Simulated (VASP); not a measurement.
# W12S in VASP: single point with PBE

Aim: the single point of W12S with PBE.

Everything below comes from runs of VASP 6.6.1. Logs are shortened: lines on timing, memory, paths and dates and some standing lists are left out, and cuts for length are marked.

**1. The cell of the first run**

The cell holds a slab with vacuum, 13 atoms: a = 5.514 Å, b = 5.514 Å, c = 19.856 Å, α = 90.00°, β = 90.00°, γ = 109.47°.

**2. Single point, PBE**

Input file INCAR:

```
PREC = Accurate
ENCUT = 520
EDIFF = 1E-7
ISMEAR = 0
SIGMA = 0.1
LREAL = False
LASPH = True
NELM = 80
ALGO = Normal
ISIF = 2
LWAVE = False
LCHARG = False
LDIPOL = True
IDIPOL = 3
DIPOL = 0.5 0.5 0.328
GGA = PE
NBANDS = 99
```

Input file KPOINTS:

```
regular mesh
0
Gamma
  5 5 1
```

Input file POSCAR:

```
W12S
1.0
    5.5143287168      0.0000000000      0.0000000000
   -1.8381095723      5.1989589724      0.0000000000
    0.0000000000      0.0000000000     19.8562160940
W S
12 1
Direct
    0.2500000000      0.2500000000      0.2014482508
    0.2500000000      0.7500000000      0.2014482508
    0.7500000000      0.2500000000      0.2014482508
    0.7500000000      0.7500000000      0.2014482508
    0.0000000000      0.0000000000      0.3111437106
    0.0000000000      0.5000000000      0.3111437106
    0.5000000000      0.0000000000      0.3111437106
    0.5000000000      0.5000000000      0.3111437106
    0.2500000000      0.2500000000      0.4208362789
    0.2500000000      0.7500000000      0.4208362789
    0.7500000000      0.2500000000      0.4208362789
    0.7500000000      0.7500000000      0.4208362789
    0.3333333333      0.3333333333      0.5286191097
```

Potentials or basis: VASP PAW PBE potentials, release 64 (W_sv, S).

Command:

```bash
> cat potpaw_PBE.64/W_sv/POTCAR potpaw_PBE.64/S/POTCAR > POTCAR
> mpirun -np 1 vasp_std > vasp.out
```

OUTCAR:

```text
PREC = Accurate
   ENCUT = 520
   EDIFF = 1E-7
   ISMEAR = 0
   LREAL = False
   LASPH = True
   NELM = 80
   ISIF = 2
   GGA = PE

 ion  position               nearest neighbor table
   1  0.250  0.250  0.201-   5 2.70   8 2.70   2 2.76   2 2.76   3 2.76   3 2.76   7 3.13   6 3.13
                             4 3.18   4 3.18
   2  0.250  0.750  0.201-   6 2.70   7 2.70   1 2.76   1 2.76   4 2.76   4 2.76   5 3.13   8 3.13
                             3 3.18   3 3.18
   3  0.750  0.250  0.201-   6 2.70   7 2.70   4 2.76   4 2.76   1 2.76   1 2.76   5 3.13   8 3.13
                             2 3.18   2 3.18
   4  0.750  0.750  0.201-   5 2.70   8 2.70   3 2.76   3 2.76   2 2.76   2 2.76   7 3.13   6 3.13
                             1 3.18   1 3.18
   5  0.000  0.000  0.311-   9 2.70  12 2.70   1 2.70   4 2.70   6 2.76   6 2.76   7 2.76   7 2.76
                            11 3.13  10 3.13   3 3.13   2 3.13   8 3.18   8 3.18
   6  0.000  0.500  0.311-  10 2.70  11 2.70   2 2.70   3 2.70   5 2.76   5 2.76   8 2.76   8 2.76
                             9 3.13  12 3.13   1 3.13   4 3.13   7 3.18   7 3.18
   7  0.500  0.000  0.311-  10 2.70  11 2.70   2 2.70   3 2.70   8 2.76   8 2.76   5 2.76   5 2.76
                             9 3.13  12 3.13   1 3.13   4 3.13   6 3.18   6 3.18
   8  0.500  0.500  0.311-   9 2.70  12 2.70   1 2.70   4 2.70   7 2.76   7 2.76   6 2.76   6 2.76
                            11 3.13  10 3.13   3 3.13   2 3.13   5 3.18   5 3.18
   9  0.250  0.250  0.421-  13 2.20   8 2.70   5 2.70  10 2.76  10 2.76  11 2.76  11 2.76   6 3.13
                             7 3.13  12 3.18  12 3.18
  10  0.250  0.750  0.421-   6 2.70   7 2.70   9 2.76   9 2.76  12 2.76  12 2.76   5 3.13   8 3.13
                            11 3.18  11 3.18
  11  0.750  0.250  0.421-   6 2.70   7 2.70  12 2.76  12 2.76   9 2.76   9 2.76   5 3.13   8 3.13
                            10 3.18  10 3.18
  12  0.750  0.750  0.421-   5 2.70   8 2.70  11 2.76  11 2.76  10 2.76  10 2.76   7 3.13   6 3.13
                             9 3.18   9 3.18
  13  0.333  0.333  0.529-   9 2.20

  LATTYP: Found a base centered orthorhombic cell.
 ALAT       =     6.3673983380
 B/A-ratio  =     1.4142135624
 C/A-ratio  =     3.1184190214

  Lattice vectors:

 A1 = (   5.5143287168,   0.0000000000,   0.0000000000)
 A2 = (  -1.8381095723,   5.1989589724,   0.0000000000)
 A3 = (   0.0000000000,   0.0000000000,  19.8562160940)

Analysis of symmetry for initial positions (statically):
=====================================================================
 Subroutine PRICEL returns:
 Original cell was already a primitive cell.

 Routine SETGRP: Setting up the symmetry group for a
 base centered orthorhombic supercell.

 Subroutine GETGRP returns: Found  2 space group operations
 (whereof  2 operations were pure point group operations)
 out of a pool of  8 trial point group operations.

The static configuration has the point symmetry C_1h.

Analysis of symmetry for dynamics (positions and initial velocities):
=====================================================================
 Subroutine PRICEL returns:
 Original cell was already a primitive cell.

 Routine SETGRP: Setting up the symmetry group for a
 base centered orthorhombic supercell.

 Subroutine GETGRP returns: Found  2 space group operations
 (whereof  2 operations were pure point group operations)
 out of a pool of  8 trial point group operations.

The dynamic configuration has the point symmetry C_1h.

 Subroutine INISYM returns: Found  2 space group operations
 (whereof  2 operations are pure point group operations),
 and found     1 'primitive' translations

----------------------------------------------------------------------------------------

                                     Primitive cell

  volume of cell :     569.2533

  direct lattice vectors                    reciprocal lattice vectors
     5.514328717  0.000000000  0.000000000     0.181345736  0.064115400  0.000000000
    -1.838109572  5.198958972  0.000000000     0.000000000  0.192346200  0.000000000
     0.000000000  0.000000000 19.856216094     0.000000000  0.000000000  0.050362063

  length of vectors
     5.514328717  5.514328717 19.856216094     0.192346200  0.192346200  0.050362063

  position of ions in fractional coordinates (direct lattice)
     0.250000000  0.250000000  0.201448251
     0.250000000  0.750000000  0.201448251
     0.750000000  0.250000000  0.201448251
     0.750000000  0.750000000  0.201448251
[... 52 lines left out ...]
 Following reciprocal coordinates:
            Coordinates               Weight
  0.000000  0.000000  0.000000      1.000000
  0.200000 -0.000000  0.000000      4.000000
  0.400000  0.000000  0.000000      4.000000
  0.200000  0.200000  0.000000      2.000000
  0.400000  0.200000  0.000000      4.000000
 -0.400000  0.200000  0.000000      4.000000
 -0.200000  0.200000  0.000000      2.000000
  0.400000  0.400000  0.000000      2.000000
 -0.400000  0.400000  0.000000      2.000000
   k-points           NKPTS =      9   k-points in BZ     NKDIM =      9   number of bands    NBANDS=     99
   number of dos      NEDOS =    301   number of ions     NIONS =     13
   total plane-waves  NPLWV = 264600
   dimension x,y,z NGX =    42 NGY =   42 NGZ =  150
   dimension x,y,z NGXF=    84 NGYF=   84 NGZF=  300
   ions per type =              12   1
   NGX,Y,Z   is equivalent  to a cutoff of  12.66, 12.66, 12.56 a.u.
   NGXF,Y,Z  is equivalent  to a cutoff of  25.32, 25.32, 25.12 a.u.
 SYSTEM =  unknown system
   PREC   = accura    normal or accurate (medium, high low for compatibility)
   ISTART =      0    job   : 0-new  1-cont  2-samecut
   ICHARG =      2    charge: 1-file 2-atom 10-const
   ISPIN  =      1    spin polarized calculation?
   LNONCOLLINEAR =      F non collinear calculations
   LSORBIT =      F    spin-orbit coupling
   LASPH  =      T    aspherical Exc in radial PAW
   ENCUT  =  520.0 eV  38.22 Ry    6.18 a.u.  10.25 10.25 36.92*2*pi/ulx,y,z
   NELM   =     80;   NELMIN=  2; NELMDL= -5     # of ELM steps
   EDIFF  = 0.1E-06   stopping-criterion for ELM
   LREAL  =      F    real-space projection
   EDIFFG = 0.1E-05   stopping-criterion for IOM
   NSW    =      0    number of steps for IOM
   IBRION =     -1    ionic relax: 0-MD 1-quasi-New 2-CG
   NFREE  =      0    steps in history (QN), initial steepest desc. (CG)
   ISIF   =      2    stress and relaxation
   ISYM   =      2    0-nonsym 1-usesym 2-fastsym
   POTIM  = 0.5000    time-step for ionic-motion
   TEBEG  =    0.0;   TEEND  =   0.0 temperature during run
   PSTRESS=    0.0 pullay stress
   NELECT =     174.0000    total number of electrons
   NUPDOWN=      -1.0000    fix difference up-down
   EMIN   =  10.00;   EMAX   =-10.00  energy-range for DOS
   EFERMI =   0.00;   METHOD = LEGACY
   ISMEAR =     0;   SIGMA  =   0.10  broadening in eV -4-tet -1-fermi 0-gaus
   EFERMI_NEDOS =   21; number of points for ismear=-14 and -15
   IALGO  =     38    algorithm
   IMIX   =      4    mixing-type and parameters
     AMIX     =   0.40;   BMIX     =  1.00
     AMIX_MAG =   1.60;   BMIX_MAG =  1.00
  volume/ion in A,a.u.               =      43.79       295.50
  Fermi-wavevector in a.u.,A,eV,Ry     =   1.102781  2.083955 16.546408  1.216127
  Thomas-Fermi vector in A             =   2.239229
   LORBIT       =      0    0 simple, 1 ext, 2 COOP (PROOUT), +10 PAW based schemes
   GGA     = PE    functional components
   LHFCALC =     F    Hartree Fock is set to
   AEXX    =    0.0000 exact exchange contribution
   IVDW    =     0    specifies the selected vdW correction
   LEPSILON=     F    determine dielectric tensor
   LRPA    =     F    only Hartree local field effects (RPA)
 non-spin polarized calculation
 Gauss-broadening in eV      SIGMA  =   0.10
  energy-cutoff  :      520.00
  volume of cell :      569.25
 maximum number of plane-waves:     15340
 NGX is ok and might be reduce to    42
   NGX = 21   NGY = 21   NGZ = 73

 dipolmoment           0.000000      0.000000     -0.000716 electrons x Angstroem

 number of electron     174.0000030 magnetization

 dipolmoment           0.000000      0.000000      0.025342 electrons x Angstroem

 Free energy of the ion-electron system (eV)
  ---------------------------------------------------
  ext. energy  EPLUGINS =         0.00000000
  ---------------------------------------------------
  free energy    TOTEN  =      -149.00841041 eV

  energy without entropy =     -148.94377865  energy(sigma->0) =     -148.97609453

 E-fermi :   0.9452     XC(G=0):  -5.9493

 val. band max:        0.9307286742   @ k =  -0.2000   0.2000   0.0000
 cond. band min:       0.9582448554   @ k =  -0.4000   0.2000   0.0000
 fundamental gap:      0.0275161812
 Fermi energy:         0.9451633715

 k-point     1 :       0.0000    0.0000    0.0000
  band No.  band energies     occupation
      1     -73.1916      2.00000
      2     -73.1123      2.00000
      3     -73.0892      2.00000
      4     -73.0880      2.00000
      5     -73.0689      2.00000
      6     -73.0450      2.00000
[... 907 lines left out ...]
     98       2.1624      0.00000
     99       2.3169      0.00000

------------------------ aborting loop because EDIFF is reached ----------------------------------------

 vacuum level on the upper side and lower side of the slab       (xc-potential included)         0.006        -0.151

  FORCE on cell =-STRESS in cart. coord.  units (eV):
  Direction    XX          YY          ZZ          XY          YZ          ZX
  --------------------------------------------------------------------------------------
  -------------------------------------------------------------------------------------
  Total      -10.6289961    -12.0715822      2.3025035     -2.0401249      1.8619228      1.3165775
  in kB      -29.9155710    -33.9757653      6.4804528     -5.7419818      5.2404275      3.7055397
  external PRESSURE =     -19.1369612 kB  Pullay stress =       0.0000000 kB

 VOLUME and BASIS-vectors are now :
 -----------------------------------------------------------------------------
  energy-cutoff  :      520.00
  volume of cell :      569.25
      direct lattice vectors                 reciprocal lattice vectors
     5.514328717  0.000000000  0.000000000     0.181345736  0.064115400  0.000000000
    -1.838109572  5.198958972  0.000000000     0.000000000  0.192346200  0.000000000
     0.000000000  0.000000000 19.856216094     0.000000000  0.000000000  0.050362063

 POSITION                                       TOTAL-FORCE (eV/Angst)
 -----------------------------------------------------------------------------------
      0.91905      1.29974      4.00000        -0.024378     -0.034476      0.217935
     -0.00000      3.89922      4.00000        -0.075233      0.055998     -0.189994
      3.67622      1.29974      4.00000         0.077873     -0.052264     -0.189994
      2.75716      3.89922      4.00000         0.074605      0.105507      0.318020
      0.00000      0.00000      6.17814        -0.269742     -0.381473     -0.752880
     -0.91905      2.59948      6.17814         0.036895     -0.127559     -0.009383
      2.75716      0.00000      6.17814        -0.132562     -0.007735     -0.009383
      1.83811      2.59948      6.17814         0.259802      0.367415     -0.686071
      0.91905      1.29974      8.35622        -0.657021     -0.929168      1.237210
     -0.00000      3.89922      8.35622        -0.092948     -0.019926      0.206143
      3.67622      1.29974      8.35622         0.012196     -0.094274      0.206143
      2.75716      3.89922      8.35622         0.175160      0.247713     -0.330184
      1.22541      1.73299     10.49638         0.615354      0.870241     -0.017561
 -----------------------------------------------------------------------------------
    total drift:                                0.000034      0.000048      0.000979

  FREE ENERGIE OF THE ION-ELECTRON SYSTEM (eV)
  ---------------------------------------------------
  free  energy   TOTEN  =      -149.0084104121 eV

  energy  without entropy=     -148.9437786485  energy(sigma->0) =     -148.97609453

 vacuum level on the upper side and lower side of the slab         5.907         5.743
```

Run time: 27 min. Hardware: 1 thread of AMD EPYC 7R13, shared host; peak memory 0.74 GiB.

What came out:

* Free energy: -149.0084 eV
* Largest force: 1.681 eV/Å
* Band gap on the k mesh: zero (bands 87 and 88 overlap by 1.16 eV)

Forces on the atoms (eV/Å):
```
W   -0.024 -0.034  0.218
W   -0.075  0.056 -0.190
W    0.078 -0.052 -0.190
W    0.075  0.106  0.318
W   -0.270 -0.381 -0.753
W    0.037 -0.128 -0.009
W   -0.133 -0.008 -0.009
W    0.260  0.367 -0.686
W   -0.657 -0.929  1.237
W   -0.093 -0.020  0.206
W    0.012 -0.094  0.206
W    0.175  0.248 -0.330
S    0.615  0.870 -0.018
```

Caveat: spin-orbit coupling is left out, which moves the levels of the heavy elements.

The gap in the log of VASP goes by the Fermi energy; the results here count the filled bands.